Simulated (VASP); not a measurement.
Input of a VASP 6.6.1 run:

Contents of POSCAR:

```
BaTiO3
1.0
    3.9593936500      0.0000000000      0.0000000000
    0.0000000000      3.9593936500      0.0000000000
    0.0000000000      0.0000000000      7.9187690872
Ba Ti O
2 2 6
Direct
    0.0000000000      0.0000000000      0.0000000000
    0.0000000000      0.0000000000      0.5000000000
    0.5000000000      0.5000000000      0.2500000000
    0.5000000000      0.5000000000      0.7500000000
    0.5000000000      0.5000000000      0.0000000000
    0.5000000000      0.5000000000      0.5000000000
    0.5000000000      0.0000000000      0.2500000000
    0.5000000000      0.0000000000      0.7500000000
    0.0000000000      0.5000000000      0.2500000000
    0.0000000000      0.5000000000      0.7500000000
```

The input INCAR.step1:

```
SYSTEM = BaTiO3
  PREC = Accurate
  ENCUT = 520
  ISMEAR = -1
  SIGMA = 0.1
  LREAL = .False.
  LASPH = .True.
  NELM = 150
  ISPIN = 2
  MAGMOM = 0 0 0 0 0 0 0 0 0 0
  LMAXMIX = 4
  NBANDS = 55
  GGA = PE
  ALGO = Normal
  EDIFF = 1E-4
  LWAVE = .True.
  LCHARG = .False.
```

Contents of INCAR.step2:

```
SYSTEM = BaTiO3
  PREC = Accurate
  ENCUT = 520
  EDIFF = 1E-6
  ISMEAR = -1
  SIGMA = 0.1
  LREAL = .False.
  LASPH = .True.
  NELM = 150
  ALGO = Normal
  ISIF = 2
  LWAVE = .False.
  LCHARG = .False.
  ISPIN = 2
  MAGMOM = 0 0 0 0 0 0 0 0 0 0
  LORBIT = 11
  LMAXMIX = 4
  METAGGA = R2SCAN
  LMIXTAU = .True.
  NBANDS = 55
  ISTART = 1
```

File KPOINTS:

```
Automatic mesh
0
Gamma
  6 6 3
  0 0 0
```

Potentials or basis: VASP PAW PBE potentials, release 64 (Ba_sv, Ti_sv, O).

Launch:

```bash
$ cat potpaw_PBE.64/Ba_sv/POTCAR potpaw_PBE.64/Ti_sv/POTCAR potpaw_PBE.64/O/POTCAR > POTCAR
$ cp INCAR.step1 INCAR
$ mpirun -np 1 vasp_std > vasp.out
$ cp INCAR.step2 INCAR
$ mpirun -np 1 vasp_std > vasp.out
```

**Question.** Estimate the pressure.

**Answer.** 7.2 GPa.

**Question.** Estimate the net moment.

**Answer.** 0.00 μB per cell.

**Question.** Predict the band gap on the k mesh.

**Answer.** 2.21 eV.

Caveat: the PAW data sets were made with another functional, which shifts forces and pressure a little; spin-orbit coupling is left out, which moves the levels of the heavy elements. A k mesh can miss the band edges.
